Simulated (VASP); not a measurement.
Mo3Pt: single point with LDA

The system is Mo3Pt.

```
Mo Pt
1.0
     4.05192    0.00000    0.00000
     0.00000    4.05192    0.00000
     0.00000    0.00000    4.05192
Mo Pt
3 1
Cartesian
  0.0000 2.0260 2.0260
  2.0260 0.0000 2.0260
  2.0260 2.0260 0.0000
  0.0000 0.0000 0.0000
```

```
Program             : VASP 6.6.1
Task                : single point
Functional          : LDA
Potentials or basis : VASP PAW LDA potentials, release 64 (Mo_sv, Pt)
Cutoff              : 520 eV
k mesh              : 6 × 6 × 6
Occupations         : fermi-dirac, width 0.1 eV
Spin                : no spin polarisation
```

```yaml
Pressure: -25.7 GPa
Band_gap_on_the_k_mesh: zero (band 26 reaches 13.29 eV, above the bottom of band 27 at 10.17 eV)
```

Levels at points of the mesh, in eV from the Fermi level:
| k point | band 21 | band 22 | band 23 | band 24 | band 25 | band 26 | band 27 | band 28 | band 29 | band 30 |
| --- | --- | --- | --- | --- | --- | --- | --- | --- | --- | --- |
| (0.00, 0.00, 0.00) | -1.65 | -1.65 | 0.22 | 0.22 | 2.53 | 2.53 | 2.53 | 2.80 | 2.80 | 3.13 |
| (0.50, 0.00, 0.00) | -2.59 | -2.04 | -2.04 | -0.10 | 0.00 | 0.00 | 0.59 | 0.89 | 1.02 | 1.02 |
| (0.50, 0.50, 0.00) | -2.30 | -1.85 | -1.84 | -1.77 | -1.77 | 0.33 | 0.33 | 0.45 | 0.45 | 0.47 |
| (0.50, 0.50, 0.50) | -1.87 | -0.93 | -0.93 | -0.93 | 0.75 | 0.75 | 0.75 | 1.49 | 2.26 | 2.26 |

Run time: 29 s on 1 thread of Intel(R) Xeon(R) Platinum 8259CL CPU @ 2.50GHz (Skylake/Cascade Lake) (shared host), peak memory 0.17 GiB.

Caveat: spin-orbit coupling is left out, which moves the levels of the heavy elements.
